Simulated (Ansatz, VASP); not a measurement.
# CdS in VASP and in Ansatz

```
Cd S
1.0
     4.12215    0.00000    0.00000
    -2.06107    3.56988    0.00000
     0.00000    0.00000    6.69178
Cd S
2 2
Cartesian
  0.0000 2.3799 0.0000
  2.0611 1.1900 3.3459
  0.0000 2.3799 2.5094
  2.0611 1.1900 5.8553
```

Alike in both runs: task single point; functional PBE; k mesh 6 × 6 × 4; no spin polarisation.

|  | VASP | Ansatz |
| --- | --- | --- |
| version | VASP 6.6.1 | Ansatz 0.2.0 |
| potentials or method | VASP PAW PBE potentials, release 64 (Cd, S), cutoff 520 eV | plane waves, PAW |
| occupations | fermi-dirac, width 0.1 eV | fermi-dirac |
| valence electrons in the cell | 36 | 52 |

Ansatz gave:

| Quantity | Value |
| --- | --- |
| pressure (GPa) | 3.4 |
| traceless stress, the component that is largest in VASP (GPa) | 0.46 |

Question: Which values does VASP return?

Answer: Pressure (GPa): 3.8; traceless stress, the component that is largest in VASP (GPa): 0.48.

VASP's potentials hold 36 valence electrons a cell and Ansatz's 52, so a difference there can come from the potentials and not from the codes.
